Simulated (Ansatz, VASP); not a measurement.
## SiC in VASP and in Ansatz

Contents of INCAR:

```
SYSTEM = SiC
ALGO = Normal
EDIFF = 1E-6
ENCUT = 520
GGA = PE
ISIF = 2
ISMEAR = 0
LASPH = .True.
LCHARG = .True.
LELF = .True.
LREAL = .False.
LVHAR = .True.
LWAVE = .False.
NBANDS = 11
NELM = 100
PREC = Accurate
SIGMA = 0.05
```

The input KPOINTS:

```
k-points
0
Gamma
  12 12 12
  0 0 0
```

File POSCAR:

```
SiC
1.0
    0.0000000000      2.2037845231      2.1156331421
    2.2037845231      0.0000000000      2.1156331421
    2.2037845231      2.2037845231      0.0000000000
Si C
1 1
Direct
    0.0000000000      0.0000000000      0.0000000000
    0.7500000000      0.7500000000      0.7500000000
```

Input for Ansatz:

```yaml
crystal:
  lattice:
    - [0.0, 2.2037845231, 2.1156331421]
    - [2.2037845231, 0.0, 2.1156331421]
    - [2.2037845231, 2.2037845231, 0.0]
  atoms:
    - { symbol: Si, position: [0.0, 0.0, 0.0] }
    - { symbol: C, position: [0.75, 0.75, 0.75] }
basis:
  ecutwfc: 420
kpoints:
  mp_grid: { grid: [12, 12, 12] }
hamiltonian:
  xc: pbe
scf:
  occupations: { method: gaussian, width: 0.05 }
output:
  forces: true
  stress: true
  eigenvalues: true
```

Alike in both runs: task single point; functional PBE; k mesh 12 × 12 × 12; occupations gaussian, width 0.05 eV; no spin polarisation.

|  | VASP | Ansatz |
| --- | --- | --- |
| version | VASP 6.6.1 | Ansatz 0.2.0 |
| potentials or method | VASP PAW PBE potentials, release 64 (Si, C), cutoff 520 eV | scalar-relativistic, plane waves, PAW |
| valence electrons in the cell | 8 | 8 |

|  | VASP | Ansatz | Ansatz less VASP |
| --- | --- | --- | --- |
| gap on the k mesh at the Fermi level (eV) | 0.94 | 0.94 | +0.002 |
| least direct gap on the mesh (eV) | 4.50 | 4.50 | +0.004 |
| pressure (GPa) | 4.7 | 4.7 | +0.06 |
| traceless stress, the component that is largest in VASP (GPa) | 6.42 | 6.40 | -0.018 |
